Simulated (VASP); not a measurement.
# Ca (I4/mmm) in VASP: single point with r2SCAN

Aim: the single point of Ca with r2SCAN.

Program: VASP 6.6.1. These are calculated values, not measurements. Logs are shortened: lines on timing, memory, paths and dates and some standing lists are left out, and cuts for length are marked.

### Step 1. The cell of the first run

The structure is tetragonal, space group I4/mmm (No. 139). Conventional cell: a = 4.431 Å, b = 4.431 Å, c = 4.412 Å, α = 90.00°, β = 90.00°, γ = 90.00°. Within 5.0 Å of Ca (site symmetry 4/mmm) lie 14 Ca at 3.83 to 4.43 Å.

This isn't the form of Ca at room conditions, which is fcc.

### Step 2. Single point, r2SCAN

The input, POSCAR:

```
Ca
1.0
   -2.2156284409      2.2156284409      2.2057936819
    2.2156284409     -2.2156284409      2.2057936819
    2.2156284409      2.2156284409     -2.2057936819
Ca
1
Direct
    0.5000000000      0.5000000000      0.0000000000
```

The input, INCAR.step1:

```
ALGO = Normal
EDIFF = 1E-4
ENCUT = 520
GGA = PE
ISMEAR = 0
LASPH = True
LCHARG = False
LREAL = False
LWAVE = True
NBANDS = 11
NELM = 100
PREC = Accurate
SIGMA = 0.1
```

The input, INCAR.step2:

```
ALGO = Normal
EDIFF = 1E-7
ENCUT = 520
ISIF = 2
ISMEAR = 0
ISTART = 1
LASPH = True
LCHARG = True
LELF = True
LMIXTAU = True
LREAL = False
LVHAR = True
LWAVE = False
METAGGA = R2SCAN
NBANDS = 11
NELM = 100
PREC = Accurate
SIGMA = 0.1
```

The input, KPOINTS:

```
k-points
0
Gamma
  14 14 14
```

Potentials or basis: VASP PAW PBE potentials, release 64 (Ca_sv).

On the command line:

```sh
> cat potpaw_PBE.64/Ca_sv/POTCAR > POTCAR
> cp INCAR.step1 INCAR
> mpirun -np 1 vasp_std > vasp.out
> cp INCAR.step2 INCAR
> mpirun -np 1 vasp_std > vasp.out
```

OUTCAR:

```text
EDIFF = 1E-7
   ENCUT = 520
   ISIF = 2
   ISMEAR = 0
   ISTART = 1
   LASPH = True
   LREAL = False
   METAGGA = R2SCAN
   NELM = 100
   PREC = Accurate

 ion  position               nearest neighbor table
   1  0.500  0.500  0.000-

  LATTYP: Found a body centered tetragonal cell.
 ALAT       =     4.4312568818
 C/A-ratio  =     0.9955611876

  Lattice vectors:

 A1 = (  -2.2156284409,   2.2156284409,   2.2057936819)
 A2 = (   2.2156284409,  -2.2156284409,   2.2057936819)
 A3 = (   2.2156284409,   2.2156284409,  -2.2057936819)

Analysis of symmetry for initial positions (statically):
=====================================================================
 Subroutine PRICEL returns:
 Original cell was already a primitive cell.

 Routine SETGRP: Setting up the symmetry group for a
 body centered tetragonal supercell.

 Subroutine GETGRP returns: Found 16 space group operations
 (whereof 16 operations were pure point group operations)
 out of a pool of 16 trial point group operations.

The static configuration has the point symmetry D_4h.

Analysis of symmetry for dynamics (positions and initial velocities):
=====================================================================
 Subroutine PRICEL returns:
 Original cell was already a primitive cell.

 Routine SETGRP: Setting up the symmetry group for a
 body centered tetragonal supercell.

 Subroutine GETGRP returns: Found 16 space group operations
 (whereof 16 operations were pure point group operations)
 out of a pool of 16 trial point group operations.

The dynamic configuration has the point symmetry D_4h.

 Subroutine INISYM returns: Found 16 space group operations
 (whereof 16 operations are pure point group operations),
 and found     1 'primitive' translations

----------------------------------------------------------------------------------------

                                     Primitive cell

  volume of cell :      43.3130

  direct lattice vectors                    reciprocal lattice vectors
    -2.215628441  2.215628441  2.205793682     0.000000000  0.225669607  0.226675778
     2.215628441 -2.215628441  2.205793682     0.225669607  0.000000000  0.226675778
     2.215628441  2.215628441 -2.205793682     0.225669607  0.225669607  0.000000000

  length of vectors
     3.831911343  3.831911343  3.831911343     0.319857281  0.319857281  0.319145019

  position of ions in fractional coordinates (direct lattice)
     0.500000000  0.500000000  0.000000000

[... 81 lines left out ...]
   ISIF   =      2    stress and relaxation
   ISYM   =      2    0-nonsym 1-usesym 2-fastsym
   POTIM  = 0.5000    time-step for ionic-motion
   TEBEG  =    0.0;   TEEND  =   0.0 temperature during run
   PSTRESS=    0.0 pullay stress
   NELECT =      10.0000    total number of electrons
   NUPDOWN=      -1.0000    fix difference up-down
   EMIN   =  10.00;   EMAX   =-10.00  energy-range for DOS
   EFERMI =   0.00;   METHOD = LEGACY
   ISMEAR =     0;   SIGMA  =   0.10  broadening in eV -4-tet -1-fermi 0-gaus
   EFERMI_NEDOS =   21; number of points for ismear=-14 and -15
   IALGO  =     38    algorithm
   IMIX   =      4    mixing-type and parameters
     AMIX     =   0.40;   BMIX     =  1.00
     AMIX_MAG =   1.60;   BMIX_MAG =  1.00
  volume/ion in A,a.u.               =      43.31       292.29
  Fermi-wavevector in a.u.,A,eV,Ry     =   1.004312  1.897874 13.723411  1.008642
  Thomas-Fermi vector in A             =   2.136920
   LORBIT       =      0    0 simple, 1 ext, 2 COOP (PROOUT), +10 PAW based schemes
   METAGGA = R2SCAN    functional components
   LHFCALC =     F    Hartree Fock is set to
   AEXX    =    0.0000 exact exchange contribution
   IVDW    =     0    specifies the selected vdW correction
   LEPSILON=     F    determine dielectric tensor
   LRPA    =     F    only Hartree local field effects (RPA)
 non-spin polarized calculation
 Gauss-broadening in eV      SIGMA  =   0.10
  energy-cutoff  :      520.00
  volume of cell :       43.31
 maximum number of plane-waves:      1184
   NGX = 15   NGY = 15   NGZ = 15

 number of electron       9.9999999 magnetization

 Free energy of the ion-electron system (eV)
  ---------------------------------------------------
  ext. energy  EPLUGINS =         0.00000000
  ---------------------------------------------------
  free energy    TOTEN  =        -7.01918914 eV

  energy without entropy =       -7.01168586  energy(sigma->0) =       -7.01543750

 E-fermi :   1.9422     XC(G=0):  -8.1336

 val. band max:        1.9419931530   @ k =  -0.2857  -0.4286   0.1429
 cond. band min:       1.9442955596   @ k =  -0.2857   0.5000   0.2857
 fundamental gap:      0.0023024066
 Fermi energy:         1.9422137147

 k-point     1 :       0.0000    0.0000    0.0000
  band No.  band energies     occupation
      1     -41.9542      2.00000
      2     -21.9834      2.00000
      3     -21.9828      2.00000
      4     -21.9828      2.00000
      5      -2.3405      2.00000
      6       4.5548      0.00000
      7       4.5756      0.00000
      8       4.5756      0.00000
      9       5.6248      0.00000
     10       5.6506      0.00000
     11      12.5671      0.00000
[... 309 lines left out ...]
 k-point    24 :       0.2857    0.1429    0.0000
  band No.  band energies     occupation
      1     -41.9420      2.00000
      2     -22.0911      2.00000
      3     -22.0242      2.00000
      4     -21.9916      2.00000
      5       0.0589      2.00000
      6       2.8796      0.00000
      7       3.5433      0.00000
      8       5.4410      0.00000
      9       5.8933      0.00000
     10       6.2390      0.00000
     11       8.4606      0.00000

 [... further k-points ...]

------------------------ aborting loop because EDIFF is reached ----------------------------------------

  FORCE on cell =-STRESS in cart. coord.  units (eV):
  Direction    XX          YY          ZZ          XY          YZ          ZX
  --------------------------------------------------------------------------------------
  -------------------------------------------------------------------------------------
  Total        0.0149623      0.0149623      0.0132585      0.0000000      0.0000000      0.0000000
  in kB        0.5534666      0.5534666      0.4904396      0.0000000      0.0000000      0.0000000
  external PRESSURE =       0.5324576 kB  Pullay stress =       0.0000000 kB

 VOLUME and BASIS-vectors are now :
 -----------------------------------------------------------------------------
  energy-cutoff  :      520.00
  volume of cell :       43.31
      direct lattice vectors                 reciprocal lattice vectors
    -2.215628441  2.215628441  2.205793682     0.000000000  0.225669607  0.226675778
     2.215628441 -2.215628441  2.205793682     0.225669607  0.000000000  0.226675778
     2.215628441  2.215628441 -2.205793682     0.225669607  0.225669607  0.000000000

 POSITION                                       TOTAL-FORCE (eV/Angst)
 -----------------------------------------------------------------------------------
      0.00000      0.00000      2.20579        -0.000000      0.000000      0.000000
 -----------------------------------------------------------------------------------
    total drift:                                0.000000     -0.000000      0.000000

  FREE ENERGIE OF THE ION-ELECTRON SYSTEM (eV)
  ---------------------------------------------------
  free  energy   TOTEN  =        -7.0191891353 eV

  energy  without entropy=       -7.0116858598  energy(sigma->0) =       -7.01543750
```

OSZICAR.step1:

```text
N       E                     dE             d eps       ncg     rms          rms(c)
DAV:   1     0.693944355324E+02    0.69394E+02   -0.53220E+03  5368   0.804E+02
DAV:   2     0.139850043869E+01   -0.67996E+02   -0.67404E+02  5812   0.217E+02
DAV:   3    -0.178003327542E+01   -0.31785E+01   -0.31477E+01  9519   0.392E+01
DAV:   4    -0.192118412993E+01   -0.14115E+00   -0.14073E+00  6793   0.496E+00
DAV:   5    -0.192257067861E+01   -0.13865E-02   -0.13864E-02  7583   0.578E-01    0.222E+00
DAV:   6    -0.191649209665E+01    0.60786E-02   -0.11046E-02  6651   0.114E+00    0.136E+00
DAV:   7    -0.191575333564E+01    0.73876E-03   -0.17341E-02  6129   0.151E+00    0.997E-02
DAV:   8    -0.191532727055E+01    0.42607E-03   -0.18017E-03  6293   0.416E-01    0.192E-02
DAV:   9    -0.191534657288E+01   -0.19302E-04   -0.89235E-05  5795   0.764E-02
   1 F= -.19153466E+01 E0= -.19110639E+01  d E =-.856535E-02
```

It took 4.5 min on 1 thread of Intel Xeon Platinum 8488C (Sapphire Rapids), shared host; peak memory 0.25 GiB.

Results:

| Property | Result |
| --- | --- |
| Free energy | -7.0192 eV |
| Pressure | 0.1 GPa |
| Band gap on the k mesh | zero (bands 5 and 6 overlap by 0.42 eV) |

Levels at points of the mesh, in eV from the Fermi level:
| k point | band 2 | band 3 | band 4 | band 5 | band 6 | band 7 | band 8 | band 9 |
| --- | --- | --- | --- | --- | --- | --- | --- | --- |
| (0.00, 0.00, 0.00) | -23.93 | -23.93 | -23.93 | -4.28 | 2.61 | 2.63 | 2.63 | 3.68 |
| (0.50, 0.00, 0.00) | -24.06 | -23.97 | -23.93 | -0.85 | -0.15 | 1.59 | 3.62 | 3.99 |
| (0.50, 0.50, 0.00) | -24.06 | -23.97 | -23.92 | -0.86 | -0.17 | 1.62 | 3.59 | 3.97 |
| (0.50, 0.50, 0.50) | -24.02 | -24.02 | -24.02 | 0.16 | 0.17 | 4.05 | 4.05 | 4.13 |

Caveat: the PAW data sets were made with another functional, which shifts forces and pressure a little.
